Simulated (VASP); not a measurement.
Hf: single point with r2SCAN

Hf:

```
Hf
1.0
    -1.68072    1.68072    1.68072
     1.68072   -1.68072    1.68072
     1.68072    1.68072   -1.68072
Hf
1
Direct
  0.00000 0.00000 0.00000
```

This isn't the form of Hf at room conditions, which is hcp.

```
Program             : VASP 6.6.1
Task                : single point
Functional          : r2SCAN
Potentials or basis : VASP PAW PBE potentials, release 64 (Hf_pv)
Cutoff              : 550 eV
k mesh              : 10 × 10 × 10
Occupations         : fermi-dirac, width 0.1 eV
Spin                : no spin polarisation
```

```
Pressure               : 19.9 GPa
Band gap on the k mesh : zero (bands 5 and 6 overlap by 2.82 eV)
```

Levels at points of the mesh, in eV from the Fermi level:
```
           k point  band 1  band 2  band 3  band 4  band 5  band 6  band 7  band 8  band 9  band 10
(0.00, 0.00, 0.00)  -30.32  -30.32  -30.32   -7.90    1.86    1.86    1.86    5.18    5.18    12.73
(0.50, 0.00, 0.00)  -31.75  -30.76  -30.33   -4.06   -0.75    1.64    5.19    6.36    9.48    11.74
(0.50, 0.50, 0.50)  -31.28  -31.28  -31.28   -3.56   -3.56    8.39    8.39    8.39    9.01     9.01
```

Run time: 20 s on 1 thread of Intel(R) Xeon(R) Platinum 8488C (Sapphire Rapids), on a shared host, peak memory 0.14 GiB.

Caveat: the cell stands under pressure; the PAW data sets were made with another functional, which shifts forces and pressure a little; spin-orbit coupling is left out, which moves the levels of the heavy elements.
